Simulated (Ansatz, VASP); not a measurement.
## CsPbCl3: VASP beside Ansatz

Contents of POSCAR:

```
CsPbCl3
1.0
    5.7338424529      0.0000000000      0.0000000000
    0.0000000000      5.7338424529      0.0000000000
    0.0000000000      0.0000000000      5.7338424529
Cs Pb Cl
1 1 3
Direct
    0.0000000000      0.0000000000      0.0000000000
    0.5000000000      0.5000000000      0.5000000000
    0.5000000000      0.5000000000      0.0000000000
    0.5000000000      0.0000000000      0.5000000000
    0.0000000000      0.5000000000      0.5000000000
```

Contents of INCAR.step1:

```
  PREC = Accurate
  ENCUT = 520
  ISMEAR = 0
  SIGMA = 0.01
  LREAL = False
  LASPH = True
  NELM = 60
  NBANDS = 30
  GGA = PE
  ALGO = Normal
  EDIFF = 1E-4
  LWAVE = True
  LCHARG = False
```

File INCAR.step2:

```
  PREC = Accurate
  ENCUT = 520
  EDIFF = 1E-7
  ISMEAR = 0
  SIGMA = 0.01
  LREAL = False
  LASPH = True
  NELM = 60
  ALGO = Normal
  ISIF = 2
  LWAVE = False
  LCHARG = False
  METAGGA = R2SCAN
  LMIXTAU = True
  NBANDS = 30
  ISTART = 1
```

The input KPOINTS:

```
regular mesh
0
Gamma
  4 4 4
```

Input for Ansatz:

```yaml
crystal:
  lattice:
    - [5.7338424529, 0.0, 0.0]
    - [0.0, 5.7338424529, 0.0]
    - [0.0, 0.0, 5.7338424529]
  atoms:
    - { symbol: Cs, position: [0.0, 0.0, 0.0] }
    - { symbol: Pb, position: [0.5, 0.5, 0.5] }
    - { symbol: Cl, position: [0.5, 0.5, 0.0] }
    - { symbol: Cl, position: [0.5, 0.0, 0.5] }
    - { symbol: Cl, position: [0.0, 0.5, 0.5] }
kpoints:
  mp_grid: { grid: [4, 4, 4] }
  band_path:
    path: [[0.0, 0.0, 0.0], [0.0, 0.5, 0.0], [0.5, 0.5, 0.0], [0.5, 0.5, 0.5]]
    npoints: 1
hamiltonian:
  xc: r2scan
scf:
  occupations: { method: fixed }
  n_extra_bands: 5
output:
  forces: true
  stress: true
  eigenvalues: true
```

Change from the starting cell: hydrostatic strain +1.0%.

Alike in both runs: task single point; functional r2SCAN; k mesh 4 × 4 × 4; no spin polarisation.

|  | VASP | Ansatz |
| --- | --- | --- |
| version | VASP 6.6.1 | Ansatz 0.2.0 |
| potentials or method | VASP PAW PBE potentials, release 64 (Cs_sv, Pb_d, Cl) | plane waves, PAW |
| plane-wave cutoff (eV) | 520 | 500 |
| occupations | gaussian, width 0.01 eV | fixed |
| valence electrons in the cell | 44 | 44 |

Ansatz gave:

- gap on the k mesh at the Fermi level (eV): 2.59
- pressure (GPa): -0.7

Q: What did VASP give for the same quantities?

A: gap on the k mesh at the Fermi level (eV): 2.60; pressure (GPa): -0.7.

VASP's potentials were made for PBE, not for r2SCAN.

Spin-orbit coupling is off throughout.
